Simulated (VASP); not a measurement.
Set up this calculation in VASP 6.6.1, as the native input.

| Quantity | Value |
| --- | --- |
| Task | single point |
| Functional | PBE |
| Potentials or basis | VASP PAW PBE potentials, release 64 (Hg, Te) |
| Cutoff | 520 eV |
| k mesh | 7 × 7 × 7 |
| Occupations | gaussian, width 0.027 eV |
| Spin | no spin polarisation |
| Dipole correction | no |
| Further INCAR settings | ALGO = Normal; EDIFF = 1e-07; NBANDS = 16 |

The structure of HgTe lies in POSCAR:

```
HgTe
1.0
    0.0000000000      3.1800000000      3.1800000000
    3.1800000000      0.0000000000      3.1800000000
    3.1800000000      3.1800000000      0.0000000000
Hg Te
1 1
Direct
    0.0000000000      0.0000000000      0.0000000000
    0.5000000000      0.5000000000      0.5000000000
```

The input as run:

INCAR

```
PREC = Accurate
ENCUT = 520
EDIFF = 1E-7
ISMEAR = 0
SIGMA = 0.027000000000000003
LREAL = False
LASPH = True
NELM = 80
ALGO = Normal
ISIF = 2
LWAVE = False
LCHARG = True
GGA = PE
LELF = True
LVHAR = True
NBANDS = 16
```

KPOINTS

```
regular mesh
0
Gamma
  7 7 7
```

Potentials or basis: VASP PAW PBE potentials, release 64 (Hg, Te).

Launch:

```console
$ cat potpaw_PBE.64/Hg/POTCAR potpaw_PBE.64/Te/POTCAR > POTCAR
$ mpirun -np 1 vasp_std > vasp.out
```

It gave:

- Pressure: -3.7 GPa
- Band gap on the k mesh: zero (band 9 reaches 3.25 eV, above the bottom of band 10 at 1.34 eV)

Caveat: spin-orbit coupling is left out, which moves the levels of the heavy elements.

Wall time 11 s on 1 thread of Intel(R) Xeon(R) 6975P-C (Granite Rapids), on a shared host, peak memory 0.2 GiB.
